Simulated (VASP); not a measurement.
## Ag2O: single point with PBE

The system is Ag2O.

```
Ag O
1.0
     4.66306    0.00000    0.00000
     0.00000    4.66306    0.00000
     0.00000    0.00000    4.66306
Ag O
4 2
Cartesian
  1.1658 1.1658 1.1658
  1.1658 3.4973 3.4973
  3.4973 3.4973 1.1658
  3.4973 1.1658 3.4973
  0.0000 0.0000 0.0000
  2.3315 2.3315 2.3315
```

```yaml
Program: VASP 6.6.1
Task: single point
Functional: PBE
Potentials_or_basis: VASP PAW PBE potentials, release 64 (Ag, O)
Cutoff: 600 eV
k_mesh: 8 × 8 × 8
Occupations: gaussian, width 0.1 eV
Spin: no spin polarisation
Dipole_correction: no
Further_INCAR_settings: ALGO = Normal; EDIFF = 1e-06; NBANDS = 37
```

```json
{
 "Pressure": "8.3 GPa"
}
```

Levels at points of the mesh, in eV from the Fermi level:
| k point | band 24 | band 25 | band 26 | band 27 | band 28 | band 29 | band 30 | band 31 | band 32 | band 33 |
| --- | --- | --- | --- | --- | --- | --- | --- | --- | --- | --- |
| (0.00, 0.00, 0.00) | -2.85 | -2.85 | -0.09 | -0.09 | -0.09 | 0.00 | 1.78 | 1.78 | 7.38 | 7.38 |
| (0.50, 0.00, 0.00) | -2.90 | -1.81 | -1.81 | -0.60 | -0.60 | 2.04 | 2.04 | 4.62 | 4.62 | 7.01 |
| (0.50, 0.50, 0.00) | -2.20 | -1.83 | -1.83 | -0.97 | -0.97 | 2.00 | 2.00 | 3.68 | 3.68 | 6.78 |
| (0.50, 0.50, 0.50) | -2.94 | -1.87 | -0.83 | -0.83 | -0.83 | 2.35 | 2.35 | 2.35 | 4.90 | 4.90 |

It took 73 s on 1 thread of Intel(R) Xeon(R) 6975P-C (Granite Rapids), on a shared host, peak memory 0.31 GiB.

Caveat: the cell stands under pressure.
